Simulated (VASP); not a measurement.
# Bi in VASP: notebook, part 2 of 2

VASP 6.6.1. Earlier steps stand in the parts before.

### Step 4. Single point, PBE

This run uses another cell than the first one: it holds 1 atom, not 5.

INCAR

```
SYSTEM = Bi
PREC     = Accurate       ! precision mode
ENCUT    = 520            ! plane-wave cutoff, eV
EDIFF    = 1E-7           ! SCF threshold, eV
ISMEAR   = 0              ! smearing method
SIGMA    = 0.1            ! smearing width, eV
LREAL    = .FALSE.        ! projectors in reciprocal space
LASPH    = .TRUE.         ! aspherical terms in the spheres
NELM     = 100            ! most SCF steps
ALGO     = Fast           ! electronic algorithm
ISIF     = 2              ! what is computed and relaxed
LWAVE    = .FALSE.        ! write WAVECAR
LCHARG   = .FALSE.        ! write CHGCAR
GGA      = PE             ! functional
NBANDS   = 14             ! bands
```

KPOINTS

```
regular mesh
0
G
  22 22 22
  0 0 0
```

POSCAR

```
Bi
1.0
   -1.7030610018      1.7030610018      2.7542536939
    1.7030610018     -1.7030610018      2.7542536939
    1.7030610018      1.7030610018     -2.7542536939
Bi
1
Direct
    0.0000000000      0.0000000000      0.0000000000
```

Potentials or basis: VASP PAW PBE potentials, release 64 (Bi_d).

Started as:

```console
cat potpaw_PBE.64/Bi_d/POTCAR > POTCAR
mpirun -np 1 vasp_std > vasp.out
```

OUTCAR:

```text
SYSTEM = Bi
   PREC = Accurate
   ENCUT = 520
   EDIFF = 1E-7
   ISMEAR = 0
   LREAL = .FALSE.
   LASPH = .TRUE.
   NELM = 100
   ISIF = 2
   GGA = PE

 ion  position               nearest neighbor table
   1  0.000  0.000  0.000-

  LATTYP: Found a body centered tetragonal cell.
 ALAT       =     3.4061220036
 C/A-ratio  =     1.6172372516

  Lattice vectors:

 A1 = (  -1.7030610018,   1.7030610018,   2.7542536939)
 A2 = (   1.7030610018,  -1.7030610018,   2.7542536939)
 A3 = (   1.7030610018,   1.7030610018,  -2.7542536939)

Analysis of symmetry for initial positions (statically):
=====================================================================
 Subroutine PRICEL returns:
 Original cell was already a primitive cell.

 Routine SETGRP: Setting up the symmetry group for a
 body centered tetragonal supercell.

 Subroutine GETGRP returns: Found 16 space group operations
 (whereof 16 operations were pure point group operations)
 out of a pool of 16 trial point group operations.

The static configuration has the point symmetry D_4h.

Analysis of symmetry for dynamics (positions and initial velocities):
[... 164 lines left out ...]

 k-point     1 :       0.0000    0.0000    0.0000
  band No.  band energies     occupation
      1     -15.4555      2.00000
      2     -15.3954      2.00000
      3     -15.3785      2.00000
      4     -15.3785      2.00000
      5     -15.2900      2.00000
      6      -5.7626      2.00000
      7      12.2264      0.00000
      8      12.4948      0.00000
      9      12.4948      0.00000
     10      16.1737      0.00000
     11      16.9256      0.00000
     12      18.1097      0.00000
     13      18.5595      0.00000
     14      18.6994      0.00000
[... 377 lines left out ...]
      1     -15.4320      2.00000
      2     -15.3978      2.00000
      3     -15.3612      2.00000
      4     -15.2900      2.00000
      5     -15.2595      2.00000
      6      -3.1544      2.00000
      7       2.8772      2.00000
      8       9.7591      0.00000
      9      11.7026      0.00000
     10      14.3721      0.00000
     11      16.3717      0.00000
     12      17.6817      0.00000
     13      18.9298      0.00000
     14      22.3493      0.00000

 [... further k-points ...]
[... 5 lines left out ...]
  --------------------------------------------------------------------------------------
  -------------------------------------------------------------------------------------
  Total       -0.0105451     -0.0105451     -0.0182416      0.0000000     -0.0000000      0.0000000
  in kB       -0.5287313     -0.5287313     -0.9146372      0.0000000     -0.0000000      0.0000000
  external PRESSURE =      -0.6573666 kB  Pullay stress =       0.0000000 kB

 VOLUME and BASIS-vectors are now :
 -----------------------------------------------------------------------------
  energy-cutoff  :      520.00
  volume of cell :       31.95
      direct lattice vectors                 reciprocal lattice vectors
    -1.703061002  1.703061002  2.754253694     0.000000000  0.293589014  0.181537380
     1.703061002 -1.703061002  2.754253694     0.293589014  0.000000000  0.181537380
     1.703061002  1.703061002 -2.754253694     0.293589014  0.293589014  0.000000000

 POSITION                                       TOTAL-FORCE (eV/Angst)
 -----------------------------------------------------------------------------------
      0.00000      0.00000      0.00000        -0.000000     -0.000000     -0.000000
 -----------------------------------------------------------------------------------
    total drift:                               -0.000000     -0.000000     -0.000000

  FREE ENERGIE OF THE ION-ELECTRON SYSTEM (eV)
  ---------------------------------------------------
  free  energy   TOTEN  =        -3.7111595938 eV

  energy  without entropy=       -3.7075687418  energy(sigma->0) =       -3.70936417
```

OSZICAR:

```text
N       E                     dE             d eps       ncg     rms          rms(c)
DAV:   1     0.114731216570E+03    0.11473E+03   -0.76805E+03 23684   0.122E+03
DAV:   2     0.302567736256E+01   -0.11171E+03   -0.10809E+03 25086   0.339E+02
DAV:   3    -0.355323597650E+01   -0.65789E+01   -0.65530E+01 29498   0.797E+01
DAV:   4    -0.370862528539E+01   -0.15539E+00   -0.15535E+00 29752   0.131E+01
DAV:   5    -0.371533239697E+01   -0.67071E-02   -0.67069E-02 34030   0.246E+00    0.470E-01
RMM:   6    -0.371144867910E+01    0.38837E-02   -0.63572E-03 28234   0.923E-01    0.289E-01
RMM:   7    -0.371099369307E+01    0.45499E-03   -0.63004E-03 28641   0.790E-01    0.815E-02
RMM:   8    -0.371111455363E+01   -0.12086E-03   -0.12055E-03 32237   0.487E-01    0.154E-02
RMM:   9    -0.371115450503E+01   -0.39951E-04   -0.39469E-04 35517   0.194E-01    0.118E-02
RMM:  10    -0.371115569240E+01   -0.11874E-05   -0.79392E-05 32070   0.127E-01    0.165E-03
RMM:  11    -0.371115917186E+01   -0.34795E-05   -0.38861E-05 40447   0.573E-02    0.245E-03
RMM:  12    -0.371115936523E+01   -0.19336E-06   -0.39022E-06 36255   0.186E-02    0.108E-03
RMM:  13    -0.371115957203E+01   -0.20680E-06   -0.69838E-07 25886   0.728E-03    0.634E-04
RMM:  14    -0.371115959381E+01   -0.21788E-07   -0.11351E-07 17032   0.385E-03
   1 F= -.37111596E+01 E0= -.37093642E+01  d E =-.359085E-02
```

Wall time 5.5 min (1 thread of Intel Xeon Platinum 8488C (Sapphire Rapids), shared host); peak memory 0.42 GiB.

Results:

```yaml
Free_energy: -3.7112 eV
Pressure: -0.1 GPa
```

Caveat: spin-orbit coupling is left out, which moves the levels of the heavy elements.

### Step 5. Relaxation of cell and atoms, PBE

This run uses another cell than the first one: it holds 1 atom, not 5.

INCAR

```
PREC = Accurate
ENCUT = 600
EDIFF = 1E-6
ISMEAR = 0
SIGMA = 0.1
LREAL = F
LASPH = T
NELM = 60
ALGO = Fast
ISIF = 3
LWAVE = F
LCHARG = F
GGA = PE
IBRION = 2
NSW = 100
EDIFFG = -0.01
```

KPOINTS

```
regular mesh
0
Gamma
  22 22 22
```

POSCAR

```
Bi
1.0
   -1.7142275819      1.7142275819      2.6801493705
    1.7142275819     -1.7142275819      2.6801493705
    1.7142275819      1.7142275819     -2.6801493705
Bi
1
Direct
    0.0000000000      0.0000000000      0.0000000000
```

Started as:

```console
cat potpaw_PBE.64/Bi_d/POTCAR > POTCAR
mpirun -np 1 vasp_std > vasp.out
```

Run time: 60 min. Hardware: 1 thread of Intel Xeon Platinum 8259CL at 2.50GHz (Skylake/Cascade Lake), shared host; peak memory 0.5 GiB.

It converged, with:

* Free energy: -3.7111 eV
* Relaxed volume: 31.92 Å³/atom
* Relaxed cell: a = 3.656 Å, b = 3.656 Å, c = 3.656 Å, α = 124.45°, β = 124.45°, γ = 82.46°
* Space group after relaxing (to 0.05 Å): I4/mmm (No. 139)
* Energy gained by relaxing: 1.8 meV/atom
* Ionic steps: 14
* Pressure after relaxing: 0.0 GPa

Step by step:
| step | energy change (eV) | largest force (eV/Å) | pressure (GPa) | volume (Å³) |
| --- | --- | --- | --- | --- |
| 1 | 0.0000 | 0.0000 | 0.61 | 31.50 |
| 2 | -0.0007 | 0.0000 | -0.35 | 32.05 |
| 3 | -0.0008 | 0.0000 | -0.02 | 31.90 |
| 4 | -0.0008 | 0.0000 | -0.03 | 31.93 |
| 5 | -0.0008 | 0.0000 | -0.21 | 31.99 |
| 6 | -0.0008 | 0.0000 | -0.25 | 31.95 |
| 7 | -0.0008 | 0.0000 | -0.14 | 31.94 |
| 8 | -0.0012 | 0.0000 | -0.13 | 31.95 |
| 9 | -0.0017 | 0.0000 | -0.13 | 32.00 |
| 10 | -0.0018 | 0.0000 | -0.12 | 32.01 |
| 11 | -0.0018 | 0.0000 | -0.11 | 32.02 |
| 12 | -0.0018 | 0.0000 | -0.13 | 32.01 |
| 13 | -0.0017 | 0.0000 | 0.26 | 31.81 |
| 14 | -0.0018 | 0.0000 | 0.00 | 31.92 |

Final structure:
```
Bi
1.0
    -1.70373    1.70373    2.74940
     1.70373   -1.70373    2.74940
     1.70373    1.70373   -2.74940
Bi
1
Direct
  0.00000 0.00000 0.00000
```

Levels at points of the mesh, in eV from the Fermi level:
```
           k point  band 4  band 5  band 6  band 7  band 8  band 9  band 10  band 11
(0.00, 0.00, 0.00)  -23.06  -22.97  -13.45    4.56    4.81    4.81     8.50     9.24
(0.50, 0.00, 0.00)  -22.97  -22.94  -10.70   -5.14    2.14    4.27     6.48     8.98
(0.50, 0.50, 0.00)  -22.97  -22.88   -9.27   -4.05   -0.53    0.43     3.70     4.94
(0.50, 0.50, 0.50)  -22.95  -22.94  -10.47   -4.86    1.38    1.38     4.98     6.10
```

Caveat: spin-orbit coupling is left out, which moves the levels of the heavy elements.

### Step 6. Overview

| task | cell | k mesh | cutoff (eV) | gap on the mesh (eV) | pressure (GPa) |
| --- | --- | --- | --- | --- | --- |
| single point | a = 6.657 Å, angles 95.8, 95.8, 142.9°, 5 atoms | 10 × 10 × 10 | 520 | none | -0.1 |
| single point | a = 6.348 Å, angles 99.6, 99.6, 131.9°, 5 atoms | 4 × 4 × 4 | 520 | none | -0.3 |
| single point | a = 3.659 Å, angles 124.5, 124.5, 82.3°, 1 atom | 22 × 22 × 22 | 520 | none | -0.1 |
| relaxation of cell and atoms | relaxed from a = 3.614 Å, angles 123.4, 123.4, 84.3°, 1 atom | 22 × 22 × 22 | 600 | none | 0.0 |

Alike in all rows: level PBE; potentials or basis VASP PAW PBE potentials, release 64 (Bi_d); no spin polarisation; smearing gaussian 0.1 eV.

Caveats: spin-orbit coupling is left out, which moves the levels of the heavy elements.

Total energies depend on the potentials used, so only differences within one code and one set of settings carry meaning.
